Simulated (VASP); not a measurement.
BeGeSb2:

```xyz
8
Lattice="3.9953 0.0000 0.0000 0.0000 3.9953 0.0000 0.0000 0.0000 11.3004" Properties=species:S:1:pos:R:3 pbc="T T T"
Be    1.9976    0.0000    9.8878
Be    0.0000    1.9976    1.4125
Sb    1.9976    1.9976    0.0000
Sb    0.0000    0.0000    2.8251
Sb    1.9976    1.9976    5.6502
Sb    0.0000    0.0000    8.4753
Ge    1.9976    0.0000    4.2376
Ge    0.0000    1.9976    7.0627
```

```yaml
Program: VASP 6.6.1
Task: relaxation of cell and atoms
Functional: PBE
Potentials_or_basis: VASP PAW PBE potentials, release 64 (Be, Sb, Ge_d)
Cutoff: 600 eV
k_mesh: 6 × 6 × 2
Occupations: fermi-dirac, width 0.02 eV
Spin: no spin polarisation
```

At the start: pressure 14.4 GPa; volume 22.55 Å³/atom.

Task: Where does the relaxation end?

Result: Over 20 steps the energy falls by 285.8 meV/atom and the volume is 26.45 Å³/atom (+17.3 %); space group P-4m2 (No. 115, to 0.1 Å) before and after.

The path:
```
step  energy change (eV)  largest force (eV/Å)  pressure (GPa)  volume (Å³)
   1              0.0000                2.9596           14.38       180.38
   2             -1.5308                0.8350           -3.89       238.52
   3             -1.7556                0.8637           -0.55       219.65
   4             -1.7556                0.8362           -0.73       220.49
   5             -1.8786                0.7335           -0.58       218.80
   6             -2.1323                0.4812           -0.10       213.78
   7             -2.0162                0.8947            2.01       203.93
   8             -2.1921                0.6191            0.56       210.20
   9             -2.2529                0.3673           -0.49       214.34
  10             -2.2541                0.1854           -1.23       217.39
  11             -2.2581                0.2693           -1.02       216.05
  12             -2.2840                0.0873            0.05       211.09
  13             -2.2848                0.0936           -0.08       211.82
  14             -2.2848                0.0943           -0.12       211.90
  15             -2.2859                0.0333            0.00       211.48
  16             -2.2859                0.0385            0.06       211.40
  17             -2.2859                0.0341            0.02       211.42
  18             -2.2859                0.0383            0.02       211.41
  19             -2.2862                0.0198            0.00       211.51
  20             -2.2864                0.0035           -0.02       211.61
```

Final structure:
```
CELL_PARAMETERS angstrom
4.27256 0.00000 0.00000
0.00000 4.27256 0.00000
0.00000 0.00000 11.59204
ATOMIC_POSITIONS crystal
Be 0.50000 0.00000 0.89088
Be 0.00000 0.50000 0.10912
Sb 0.50000 0.50000 0.00000
Sb 0.00000 0.00000 0.21407
Sb 0.50000 0.50000 0.50000
Sb 0.00000 0.00000 0.78593
Ge 0.50000 0.00000 0.35591
Ge 0.00000 0.50000 0.64409
```

Caveat: the volume moved by over 15 % at a fixed basis, so the end points are rough.
